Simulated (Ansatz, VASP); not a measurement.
One calculation of Te, two programs

```
CELL_PARAMETERS angstrom
4.47126 0.00000 0.00000
-2.23563 3.87222 0.00000
0.00000 0.00000 5.94875
ATOMIC_POSITIONS crystal
Te 0.26419 0.00000 0.33333
Te 0.00000 0.26419 0.66667
Te 0.73581 0.73581 0.00000
```

Alike in both runs: task single point; functional PBE-based screened hybrid; k mesh 6 × 6 × 2; no spin polarisation.

|  | VASP | Ansatz |
| --- | --- | --- |
| version | VASP 6.6.1 | Ansatz 0.2.0 |
| potentials or method | VASP PAW PBE potentials, release 64 (Te) | plane waves |
| plane-wave cutoff (eV) | 520 | 420 |
| occupations | gaussian, width 0.01 eV | fixed |
| valence electrons in the cell | 18 | 48 |

|  | VASP | Ansatz | Ansatz less VASP |
| --- | --- | --- | --- |
| gap on the k mesh at the Fermi level (eV) | 0.49 | 0.53 | +0.040 |
| pressure (GPa) | -0.3 | 0.0 | +0.37 |
| traceless stress, the component that is largest in VASP (GPa) | -0.38 | -0.26 | +0.117 |
| rms of the force components (eV/Å) | 0.089 | 0.078 | -0.0102 |

VASP's potentials were made for PBE, not for PBE-based screened hybrid. Atom by atom the forces differ by 0.010 eV/Å (rms over components). VASP's potentials hold 18 valence electrons a cell and Ansatz's 48, so a difference there can come from the potentials and not from the codes. Ansatz's warnings: stress exchange threshold loose, stress scf threshold loose.

The k mesh is coarse, so the values compare programs but aren't converged. Neither program's run includes spin-orbit coupling.
